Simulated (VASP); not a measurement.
# Ga17N15 (a cell with a defect) in VASP: further runs

Ga17N15 (a cell with a defect) is run at these levels: PBE; tasks: single point.

All numbers are computed with VASP 6.6.1; they aren't measurements. Logs are shortened: lines on timing, memory, paths and dates and some standing lists are left out, and cuts for length are marked.

## Step 1: The cell of the first run

The cell holds a defect, 32 atoms: a = 7.878 Å, b = 7.878 Å, c = 7.878 Å, α = 109.47°, β = 109.47°, γ = 109.47°.

## Step 2: Single point, PBE

INCAR

```
SYSTEM = Ga17N15
  PREC = Accurate
  ENCUT = 520
  EDIFF = 1E-6
  ISMEAR = 0
  SIGMA = 0.01
  LREAL = Auto
  LASPH = .True.
  NELM = 60
  ALGO = Normal
  ISIF = 2
  LWAVE = .False.
  LCHARG = .True.
  GGA = PE
  LELF = .True.
  LVHAR = .True.
  NELECT = 298.0
  NBANDS = 170
```

KPOINTS

```
Automatic mesh
0
Gamma
  2 2 2
  0.5 0.5 0.5
```

POSCAR

```
Ga17N15
1.0
    4.5484769875      4.5484769875      4.5484769875
   -4.5484769875      4.5484769875     -4.5484769875
   -4.5484769875     -4.5484769875      4.5484769875
Ga N
17 15
Direct
    0.4712712353      0.7212712353      0.7212712353
    0.4987321107      0.5076872757      0.0000000000
    0.7500000000      0.5076872757      0.7487321107
    0.5089551651      0.2512678893      0.2512678893
    0.7500000000      0.2787287647      0.0000000000
    0.0012678893      0.2512678893      0.7589551651
    0.4987321107      0.0000000000      0.5076872757
    0.7500000000      0.0000000000      0.2787287647
    0.0287287647      0.0000000000      0.0000000000
    0.2576872757      0.0000000000      0.7487321107
    0.7500000000      0.7487321107      0.5076872757
    0.0012678893      0.7589551651      0.2512678893
    0.2576872757      0.7487321107      0.0000000000
   -0.0089551651      0.4923127243      0.4923127243
    0.2423127243      0.4923127243      0.2410448349
    0.2423127243      0.2410448349      0.4923127243
    0.7500000000      0.0000000000      0.0000000000
    0.7500000000      0.7419857172      0.2602562042
    0.0102562042      0.7419857172      0.0000000000
    0.7500000000      0.5000000000      0.5000000000
    0.0080142828      0.5182704870      0.2580142828
    0.2500000000      0.5000000000      0.0000000000
    0.7500000000      0.2602562042      0.7419857172
    0.0080142828      0.2580142828      0.5182704870
    0.2682704870      0.2580142828      0.2580142828
    0.4919857172      0.2602562042      0.0000000000
    0.0102562042      0.0000000000      0.7419857172
    0.2500000000      0.0000000000      0.5000000000
    0.4919857172      0.0000000000      0.2602562042
    0.2317295130      0.7397437958      0.7397437958
    0.4897437958      0.7397437958      0.4817295130
    0.4897437958      0.4817295130      0.7397437958
```

Potentials or basis: VASP PAW PBE potentials, release 64 (Ga_d, N).

Command:

```sh
$ cat potpaw_PBE.64/Ga_d/POTCAR potpaw_PBE.64/N/POTCAR > POTCAR
$ mpirun -np 1 vasp_std > vasp.out
```

OUTCAR:

```text
SYSTEM = Ga17N15
   PREC = Accurate
   ENCUT = 520
   EDIFF = 1E-6
   ISMEAR = 0
   LREAL = Auto
   LASPH = .True.
   NELM = 60
   ISIF = 2
   GGA = PE
   NELECT = 298.0

 ion  position               nearest neighbor table
   1  0.471  0.721  0.721-  30 1.99  32 1.99  31 1.99  17 2.20
   2  0.499  0.508  0.000-  26 1.93  22 1.94  32 1.97  18 1.97
   3  0.750  0.508  0.749-  23 1.93  20 1.94  32 1.97  19 1.97
   4  0.509  0.251  0.251-  25 1.93  20 1.94  26 1.97  29 1.97
   5  0.750  0.279  0.000-  23 1.99  26 1.99  21 1.99  17 2.20
   6  0.001  0.251  0.759-  24 1.93  22 1.94  23 1.97  27 1.97
[... 24 lines left out ...]
  31  0.490  0.740  0.482-  15 1.93  11 1.97   7 1.97   1 1.99
  32  0.490  0.482  0.740-  16 1.93   3 1.97   2 1.97   1 1.99

  LATTYP: Found a body centered cubic cell.
 ALAT       =     9.0969539750

  Lattice vectors:

 A1 = (   4.5484769875,   4.5484769875,   4.5484769875)
 A2 = (  -4.5484769875,   4.5484769875,  -4.5484769875)
 A3 = (  -4.5484769875,  -4.5484769875,   4.5484769875)

Analysis of symmetry for initial positions (statically):
=====================================================================
 Subroutine PRICEL returns:
 Original cell was already a primitive cell.

 Routine SETGRP: Setting up the symmetry group for a
 body centered cubic supercell.

 Subroutine GETGRP returns: Found 24 space group operations
 (whereof  6 operations were pure point group operations)
 out of a pool of 48 trial point group operations.

The static configuration has the point symmetry C_3v.
 The point group associated with its full space group is T_d .

Analysis of symmetry for dynamics (positions and initial velocities):
=====================================================================
 Subroutine PRICEL returns:
 Original cell was already a primitive cell.

 Routine SETGRP: Setting up the symmetry group for a
 body centered cubic supercell.

 Subroutine GETGRP returns: Found 24 space group operations
 (whereof  6 operations were pure point group operations)
 out of a pool of 48 trial point group operations.

The dynamic configuration has the point symmetry C_3v.
 The point group associated with its full space group is T_d .

 Subroutine INISYM returns: Found 24 space group operations
 (whereof  6 operations are pure point group operations),
 and found     1 'primitive' translations

----------------------------------------------------------------------------------------

                                     Primitive cell

  volume of cell :     376.4073

  direct lattice vectors                    reciprocal lattice vectors
     4.548476987  4.548476987  4.548476987     0.000000000  0.109926906  0.109926906
    -4.548476987  4.548476987 -4.548476987    -0.109926906  0.109926906  0.000000000
    -4.548476987 -4.548476987  4.548476987    -0.109926906  0.000000000  0.109926906

  length of vectors
     7.878193239  7.878193239  7.878193239     0.155460121  0.155460121  0.155460121

  position of ions in fractional coordinates (direct lattice)
     0.471271235  0.721271235  0.721271235
     0.498732111  0.507687276  0.000000000
     0.750000000  0.507687276  0.748732111
     0.508955165  0.251267889  0.251267889
     0.750000000  0.278728765  0.000000000
     0.001267889  0.251267889  0.758955165
[... 24 lines left out ...]
     0.489743796  0.739743796  0.481729513
     0.489743796  0.481729513  0.739743796

  ion indices of the primitive-cell ions
   primitive index   ion index
                 1           1
                 2           2
                 3           3
                 4           4
                 5           5
                 6           6
[... 24 lines left out ...]
                31          31
                32          32

----------------------------------------------------------------------------------------

 KPOINTS: Automatic mesh

Automatic generation of k-mesh.
 Grid dimensions read from file:
 generate k-points for:    2    2    2

 Generating k-lattice:

  Cartesian coordinates                     Fractional coordinates (reciprocal lattice)
     0.000000000  0.054963453  0.054963453     0.500000000  0.000000000  0.000000000
    -0.054963453  0.054963453  0.000000000     0.000000000  0.500000000  0.000000000
    -0.054963453  0.000000000  0.054963453     0.000000000  0.000000000  0.500000000

  Length of vectors
     0.077730060  0.077730060  0.077730060

  Shift w.r.t. Gamma in fractional coordinates (k-lattice)
     0.500000000  0.500000000  0.500000000

 Subroutine IBZKPT returns following result:
 ===========================================

 Found      2 irreducible k-points:

 Following reciprocal coordinates:
            Coordinates               Weight
  0.250000  0.250000  0.250000      2.000000
 -0.250000  0.250000  0.250000      6.000000
   k-points           NKPTS =      2   k-points in BZ     NKDIM =      2   number of bands    NBANDS=    170
   number of dos      NEDOS =    301   number of ions     NIONS =     32
   total plane-waves  NPLWV = 216000
   dimension x,y,z NGX =    60 NGY =   60 NGZ =   60
   dimension x,y,z NGXF=   120 NGYF=  120 NGZF=  120
   ions per type =              17  15
   NGX,Y,Z   is equivalent  to a cutoff of  12.66, 12.66, 12.66 a.u.
   NGXF,Y,Z  is equivalent  to a cutoff of  25.32, 25.32, 25.32 a.u.
 SYSTEM =  Ga17N15
   PREC   = accura    normal or accurate (medium, high low for compatibility)
   ISTART =      0    job   : 0-new  1-cont  2-samecut
   ICHARG =      2    charge: 1-file 2-atom 10-const
   ISPIN  =      1    spin polarized calculation?
   LNONCOLLINEAR =      F non collinear calculations
   LSORBIT =      F    spin-orbit coupling
   LASPH  =      T    aspherical Exc in radial PAW
   ENCUT  =  520.0 eV  38.22 Ry    6.18 a.u.  14.65 14.65 14.65*2*pi/ulx,y,z
   NELM   =     60;   NELMIN=  2; NELMDL= -5     # of ELM steps
   EDIFF  = 0.1E-05   stopping-criterion for ELM
   LREAL  =      T    real-space projection
   EDIFFG = 0.1E-04   stopping-criterion for IOM
   NSW    =      0    number of steps for IOM
   IBRION =     -1    ionic relax: 0-MD 1-quasi-New 2-CG
   NFREE  =      0    steps in history (QN), initial steepest desc. (CG)
   ISIF   =      2    stress and relaxation
   ISYM   =      2    0-nonsym 1-usesym 2-fastsym
   POTIM  = 0.5000    time-step for ionic-motion
   TEBEG  =    0.0;   TEEND  =   0.0 temperature during run
   PSTRESS=    0.0 pullay stress
   NELECT =     298.0000    total number of electrons
   NUPDOWN=      -1.0000    fix difference up-down
   EMIN   =  10.00;   EMAX   =-10.00  energy-range for DOS
   EFERMI =   0.00;   METHOD = LEGACY
   ISMEAR =     0;   SIGMA  =   0.01  broadening in eV -4-tet -1-fermi 0-gaus
   EFERMI_NEDOS =   21; number of points for ismear=-14 and -15
   IALGO  =     38    algorithm
   IMIX   =      4    mixing-type and parameters
     AMIX     =   0.40;   BMIX     =  1.00
     AMIX_MAG =   1.60;   BMIX_MAG =  1.00
  volume/ion in A,a.u.               =      11.76        79.38
  Fermi-wavevector in a.u.,A,eV,Ry     =   1.514471  2.861935 31.206621  2.293622
  Thomas-Fermi vector in A             =   2.624124
   LORBIT       =      0    0 simple, 1 ext, 2 COOP (PROOUT), +10 PAW based schemes
   GGA     = PE    functional components
   LHFCALC =     F    Hartree Fock is set to
   AEXX    =    0.0000 exact exchange contribution
   IVDW    =     0    specifies the selected vdW correction
   LEPSILON=     F    determine dielectric tensor
   LRPA    =     F    only Hartree local field effects (RPA)
 non-spin polarized calculation
 Gauss-broadening in eV      SIGMA  =   0.01
  energy-cutoff  :      520.00
  volume of cell :      376.41
 maximum number of plane-waves:     10168
 NGX is ok and might be reduce to    60
   NGX = 29   NGY = 29   NGZ = 29

 number of electron     298.0000213 magnetization

 Free energy of the ion-electron system (eV)
  ---------------------------------------------------
  ext. energy  EPLUGINS =         0.00000000
  ---------------------------------------------------
  free energy    TOTEN  =      -168.71074725 eV

  energy without entropy =     -168.71074725  energy(sigma->0) =     -168.71074725

 E-fermi :   6.9502     XC(G=0): -11.7343

 val. band max:        6.8350646732   @ k =   0.2500   0.2500   0.2500
 cond. band min:       8.3229877184   @ k =  -0.2500   0.2500   0.2500
 fundamental gap:      1.4879230452
 Fermi energy:         6.9501537598

 k-point     1 :       0.2500    0.2500    0.2500
  band No.  band energies     occupation
      1     -10.2761      2.00000
      2     -10.2761      2.00000
      3     -10.2761      2.00000
      4     -10.0232      2.00000
      5      -9.8716      2.00000
      6      -9.8716      2.00000
[... 153 lines left out ...]
    160      10.5823      0.00000
    161      10.5823      0.00000

 k-point     2 :      -0.2500    0.2500    0.2500
  band No.  band energies     occupation
      1     -10.5174      2.00000
      2     -10.1379      2.00000
      3     -10.0918      2.00000
      4      -9.9363      2.00000
      5      -9.9363      2.00000
      6      -9.8959      2.00000
[... 153 lines left out ...]
    160      10.6909      0.00000
    161      11.3075      0.00000
 [bands above 161 left out]

------------------------ aborting loop because EDIFF is reached ----------------------------------------

  FORCE on cell =-STRESS in cart. coord.  units (eV):
  Direction    XX          YY          ZZ          XY          YZ          ZX
  --------------------------------------------------------------------------------------
  -------------------------------------------------------------------------------------
  Total       44.8972843     44.8972843     44.8972843      0.0000000      0.0000000      0.0000000
  in kB      191.1052678    191.1052678    191.1052678      0.0000000      0.0000000      0.0000000
  external PRESSURE =     191.1052678 kB  Pullay stress =       0.0000000 kB

 VOLUME and BASIS-vectors are now :
 -----------------------------------------------------------------------------
  energy-cutoff  :      520.00
  volume of cell :      376.41
      direct lattice vectors                 reciprocal lattice vectors
     4.548476987  4.548476987  4.548476987     0.000000000  0.109926906  0.109926906
    -4.548476987  4.548476987 -4.548476987    -0.109926906  0.109926906  0.000000000
    -4.548476987 -4.548476987  4.548476987    -0.109926906  0.000000000  0.109926906

 POSITION                                       TOTAL-FORCE (eV/Angst)
 -----------------------------------------------------------------------------------
     -4.41780      2.14357      2.14357        -0.017926      0.017926      0.017926
     -0.04073      4.57768     -0.04073         0.008649     -0.011797      0.008649
     -2.30344      2.31497      4.50774         0.011797     -0.008649      0.008649
      0.02920      2.31497      2.31497        -0.011797     -0.008649     -0.008649
      2.14357      4.67915      2.14357         0.017926     -0.017926      0.017926
     -4.58921     -2.30344      2.31497         0.008649      0.011797     -0.008649
[... 24 lines left out ...]
     -3.32825      3.40116      1.05402         0.021751      0.015250     -0.021751
     -3.32825      1.05402      3.40116         0.021751     -0.021751      0.015250
 -----------------------------------------------------------------------------------
    total drift:                               -0.000023      0.000041      0.000023

  FREE ENERGIE OF THE ION-ELECTRON SYSTEM (eV)
  ---------------------------------------------------
  free  energy   TOTEN  =      -168.7107472461 eV

  energy  without entropy=     -168.7107472461  energy(sigma->0) =     -168.71074725
```

It took 4.4 min on 1 thread of AMD EPYC 9R45 (Zen 5), shared host; peak memory 0.48 GiB.

Results:

```yaml
Free_energy: -168.7107 eV
Largest_force: 0.034 eV/Å
```

Forces on the atoms (eV/Å):
```
Ga  -0.018  0.018  0.018
Ga   0.009 -0.012  0.009
Ga   0.012 -0.009  0.009
Ga  -0.012 -0.009 -0.009
Ga   0.018 -0.018  0.018
Ga   0.009  0.012 -0.009
Ga   0.009  0.009 -0.012
Ga   0.018  0.018 -0.018
Ga  -0.018 -0.018 -0.018
Ga  -0.009 -0.009 -0.012
Ga   0.012  0.009 -0.009
Ga   0.009 -0.009  0.012
Ga  -0.009 -0.012 -0.009
Ga  -0.012  0.009  0.009
Ga  -0.009  0.012  0.009
Ga  -0.009  0.009  0.012
Ga   0.000  0.000  0.000
N    0.015 -0.022  0.022
N    0.022 -0.015  0.022
N    0.000  0.000  0.000
N   -0.022  0.022  0.015
N    0.000  0.000  0.000
N    0.015  0.022 -0.022
N   -0.022  0.015  0.022
N   -0.015  0.022  0.022
N   -0.022 -0.015 -0.022
N    0.022  0.022 -0.015
N    0.000  0.000  0.000
N   -0.022 -0.022 -0.015
N   -0.015 -0.022 -0.022
N    0.022  0.015 -0.022
N    0.022 -0.022  0.015
```

Levels at points of the mesh, in eV from the Fermi level:
```
           k point  band 146  band 147  band 148  band 149  band 150  band 151  band 152  band 153
(0.25, 0.25, 0.25)     -2.36     -0.12     -0.12     -0.12      2.11      2.11      2.11      2.58
```

Caveat: the cell carries a net charge on a neutralising background, which shifts energy and pressure; the cell is charged against a uniform background, so pressure and absolute levels hang on convention.

## Step 3: Single point, PBE, collinear spin

INCAR

```
SYSTEM = Ga17N15
  PREC = Accurate
  ENCUT = 520
  EDIFF = 1E-7
  ISMEAR = 0
  SIGMA = 0.01
  LREAL = Auto
  LASPH = .True.
  NELM = 150
  ALGO = Normal
  ISIF = 2
  LWAVE = .False.
  LCHARG = .False.
  ISPIN = 2
  MAGMOM = 0.2 0 0 0 0.2 0 0 0.2 0.2 0 0 0 0 0 0 0 0.2 0 0 0 0 0 0 0 0 0 0 0 0 0 0 0
  LORBIT = 11
  GGA = PE
  NBANDS = 174
  NELECT = 297.0
```

KPOINTS is that of step 2.

POSCAR

```
Ga17N15
1.0
    4.5484769875      4.5484769875      4.5484769875
   -4.5484769875      4.5484769875     -4.5484769875
   -4.5484769875     -4.5484769875      4.5484769875
Ga N
17 15
Direct
    0.4671379332      0.7171379332      0.7171379332
    0.4982118852      0.5066329507      0.0000000000
    0.7500000000      0.5066329507      0.7482118852
    0.5084210655      0.2517881148      0.2517881148
    0.7500000000      0.2828620668      0.0000000000
    0.0017881148      0.2517881148      0.7584210655
    0.4982118852      0.0000000000      0.5066329507
    0.7500000000      0.0000000000      0.2828620668
    0.0328620668      0.0000000000      0.0000000000
    0.2566329507      0.0000000000      0.7482118852
    0.7500000000      0.7482118852      0.5066329507
    0.0017881148      0.7584210655      0.2517881148
    0.2566329507      0.7482118852      0.0000000000
   -0.0084210655      0.4933670493      0.4933670493
    0.2433670493      0.4933670493      0.2415789345
    0.2433670493      0.2415789345      0.4933670493
    0.7500000000      0.0000000000      0.0000000000
    0.7500000000      0.7428026436      0.2586257265
    0.0086257265      0.7428026436      0.0000000000
    0.7500000000      0.5000000000      0.5000000000
    0.0071973564      0.5158230829      0.2571973564
    0.2500000000      0.5000000000      0.0000000000
    0.7500000000      0.2586257265      0.7428026436
    0.0071973564      0.2571973564      0.5158230829
    0.2658230829      0.2571973564      0.2571973564
    0.4928026436      0.2586257265      0.0000000000
    0.0086257265      0.0000000000      0.7428026436
    0.2500000000      0.0000000000      0.5000000000
    0.4928026436      0.0000000000      0.2586257265
    0.2341769171      0.7413742735      0.7413742735
    0.4913742735      0.7413742735      0.4841769171
    0.4913742735      0.4841769171      0.7413742735
```

Potentials or basis: VASP PAW PBE potentials, release 64 (Ga_d, N).

Command:

```sh
$ cat potpaw_PBE.64/Ga_d/POTCAR potpaw_PBE.64/N/POTCAR > POTCAR
$ mpirun -np 1 vasp_std > vasp.out
```

It took 22 min on 1 thread of Oxide Virtual Turin-like, shared host; peak memory 0.72 GiB.

It converged, with:

```yaml
Free_energy: -175.5538 eV
Largest_force: 0.027 eV/Å
Net_moment: 1.00 μB per cell
Site_moments: Ga +0.05, +0.00, +0.21 (each value once); N +0.02, +0.01 (each value once) μB
Valence_electrons_inside_the_program's_atomic_spheres: Ga 11.93, 11.87, 12.23 (each value once); N 3.74, 3.77 (each value once)
```

Forces in eV/Å, atoms in the order of the input:
```
Ga  -0.011  0.011  0.011
Ga   0.008 -0.015  0.008
Ga   0.015 -0.008  0.008
Ga  -0.015 -0.008 -0.008
Ga   0.011 -0.011  0.011
Ga   0.008  0.015 -0.008
Ga   0.008  0.008 -0.015
Ga   0.011  0.011 -0.011
Ga  -0.011 -0.011 -0.011
Ga  -0.008 -0.008 -0.015
Ga   0.015  0.008 -0.008
Ga   0.008 -0.008  0.015
Ga  -0.008 -0.015 -0.008
Ga  -0.015  0.008  0.008
Ga  -0.008  0.015  0.008
Ga  -0.008  0.008  0.015
Ga   0.000  0.000  0.000
N    0.008 -0.018  0.018
N    0.018 -0.008  0.018
N    0.000  0.000  0.000
N   -0.018  0.018  0.008
N    0.000  0.000  0.000
N    0.008  0.018 -0.018
N   -0.018  0.008  0.018
N   -0.008  0.018  0.018
N   -0.018 -0.008 -0.018
N    0.018  0.018 -0.008
N    0.000  0.000  0.000
N   -0.018 -0.018 -0.008
N   -0.008 -0.018 -0.018
N    0.018  0.008 -0.018
N    0.018 -0.018  0.008
```

Levels at points of the mesh, in eV from the Fermi level:
Spin up:
| k point | band 146 | band 147 | band 148 | band 149 | band 150 | band 151 | band 152 | band 153 |
| --- | --- | --- | --- | --- | --- | --- | --- | --- |
| (0.25, 0.25, 0.25) | -2.26 | -0.16 | -0.16 | -0.16 | 2.21 | 2.21 | 2.21 | 2.64 |
Spin down:
```tsv
k point	band 145	band 146	band 147	band 148	band 149	band 150
(0.25, 0.25, 0.25)	-2.23	-2.23	0.05	0.05	0.05	2.24
```

Caveat: the k points lie up to 0.49 Å⁻¹ apart; the cell carries a net charge on a neutralising background, which shifts energy and pressure; the cell is charged against a uniform background, so pressure and absolute levels hang on convention.
